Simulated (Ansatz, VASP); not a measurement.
# One calculation of BaTiO3, two programs

```
Ba Ti O
1.0
     4.01923    0.00000    0.00000
     0.00000    4.01923    0.00000
     0.00000    0.00000    4.01928
Ba Ti O
1 1 3
Direct
  0.00000 0.00000 0.00000
  0.50000 0.50000 0.50000
  0.50000 0.50000 0.00000
  0.50000 0.00000 0.50000
  0.00000 0.50000 0.50000
```

Alike in both runs: functional PBE; k mesh 8 × 8 × 8; occupations gaussian, width 0.02 eV; no spin polarisation.

Ansatz relaxed the structure, and its values are those at the end. VASP's run is a single point on that final structure, the one shown.

|  | VASP | Ansatz |
| --- | --- | --- |
| version | VASP 6.6.1 | Ansatz 0.2.0 |
| potentials or method | VASP PAW PBE potentials, release 64 (Ba_sv, Ti_sv, O), cutoff 520 eV | scalar-relativistic, plane waves, PAW |
| valence electrons in the cell | 40 | 40 |

Ansatz gave:

* gap on the k mesh at the Fermi level (eV): 1.78
* least direct gap on the mesh (eV): 1.90
* pressure (GPa): 0.0

Estimate VASP's values.

gap on the k mesh at the Fermi level (eV): 1.72; least direct gap on the mesh (eV): 1.88; pressure (GPa): 1.7.

Neither program's run includes spin-orbit coupling.
